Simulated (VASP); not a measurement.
Bi, 2 atoms in the cell. The structure is cubic, space group Fd-3m (No. 227). Conventional cell: a = 5.777 Å, b = 5.777 Å, c = 5.777 Å, α = 90.00°, β = 90.00°, γ = 90.00°. Within 3.3 Å of Bi (site symmetry -43m) lie 4 Bi at 2.50 Å. This isn't the form of Bi at room conditions, which is rhombohedral.

| Quantity | Value |
| --- | --- |
| Program | VASP 6.6.1 |
| Task | single point |
| Functional | PBE |
| Potentials or basis | VASP PAW PBE potentials, release 64 (Bi_d) |
| Cutoff | 520 eV |
| k mesh | 12 × 12 × 12 |
| Occupations | fermi-dirac, width 0.08 eV |
| Spin | no spin polarisation |
| Dipole correction | no |
| Further INCAR settings | ALGO = Normal; EDIFF = 1e-06; NBANDS = 22 |

Potentials or basis: VASP PAW PBE potentials, release 64 (Bi_d).

Launch:

```console
$ cat potpaw_PBE.64/Bi_d/POTCAR > POTCAR
$ mpirun -np 1 vasp_std > vasp.out
```

Hardware: 1 thread of Intel Xeon 8259CL, on a shared host.

Q: Estimate the wall time of this run.

A: Wall time 92 s on 1 thread of Intel Xeon 8259CL, with other jobs on the host, peak memory 0.2 GiB. Counts: scf iterations 11, k points 72.
